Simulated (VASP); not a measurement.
**Rb: single point with PBE**

Crystal: Rb.

```xyz
2
Lattice="4.9798 0.0000 0.0000 -2.4899 4.3126 0.0000 0.0000 0.0000 8.1336" Properties=species:S:1:pos:R:3 pbc="T T T"
Rb    0.0000    2.8751    6.1002
Rb    2.4899    1.4375    2.0334
```

| Item | Value |
| --- | --- |
| Program | VASP 6.6.1 |
| Task | single point |
| Functional | PBE |
| Potentials or basis | VASP PAW PBE potentials, release 64 (Rb_sv) |
| Cutoff | 520 eV |
| k mesh | 6 × 6 × 4 |
| Occupations | gaussian, width 0.05 eV |
| Spin | no spin polarisation |
| Dipole correction | no |
| Further INCAR settings | ALGO = Normal; EDIFF = 1e-06; NBANDS = 16 |

The pressure is 0.1 GPa. The band gap on the k mesh is zero (band 9 reaches 1.17 eV, above the bottom of band 10 at -1.23 eV).

Stress tensor (GPa, compression positive):
```
0.21 0.00 0.00
0.00 0.21 0.00
0.00 0.00 0.01
```

Levels at points of the mesh, in eV from the Fermi level:
```
           k point  band 6  band 7  band 8  band 9  band 10  band 11  band 12  band 13
(0.00, 0.00, 0.00)  -12.86  -12.86  -12.86   -1.97     0.18     0.73     3.56     3.56
(0.50, 0.00, 0.00)  -12.90  -12.89  -12.88    0.09     0.37     1.34     1.61     2.15
(0.00, 0.00, 0.50)  -12.87  -12.87  -12.87   -1.28    -1.28     2.39     2.39     3.59
(0.50, 0.00, 0.50)  -12.89  -12.89  -12.89    0.45     0.45     0.99     0.99     2.58
```

Wall time 22 s on 1 thread of Intel(R) Xeon(R) 6975P-C (Granite Rapids), on a shared host, peak memory 0.29 GiB.
